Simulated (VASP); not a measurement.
A run of VASP 6.6.1 is set up as follows.

The input INCAR:

```
SYSTEM = TaN
ALGO = Normal ; EDIFF = 1E-6
ENCUT = 600 ; GGA = PE
GGA_COMPAT = .False. ; ISIF = 2
ISMEAR = -1 ; LASPH = .True.
LCHARG = .False. ; LREAL = .False.
LWAVE = .False. ; NBANDS = 16
NELM = 120 ; PREC = Accurate
SIGMA = 0.05
```

The input KPOINTS:

```
k-points
0
Gamma
  10 10 10
  0 0 0
```

File POSCAR:

```
TaN
1.0
    2.6953800863      0.0000000000      0.0000000000
    0.0000000000      2.6953800863      0.0000000000
    0.0000000000      0.0000000000      2.6953800863
Ta N
1 1
Direct
    0.0000000000      0.0000000000      0.0000000000
    0.5000000000      0.5000000000      0.5000000000
```

Potentials or basis: VASP PAW PBE potentials, release 64 (Ta_sv_GW, N).

Run with:

```console
$ cat potpaw_PBE.64/Ta_sv_GW/POTCAR potpaw_PBE.64/N/POTCAR > POTCAR
$ mpirun -np 1 vasp_std > vasp.out
```

**Question.** Estimate the band gap on the k mesh.

**Answer.** Zero (band 9 reaches 21.19 eV, above the bottom of band 10 at 11.80 eV).

**Question.** Predict the pressure.

**Answer.** 21.1 GPa.

Caveat: spin-orbit coupling is left out, which moves the levels of the heavy elements.
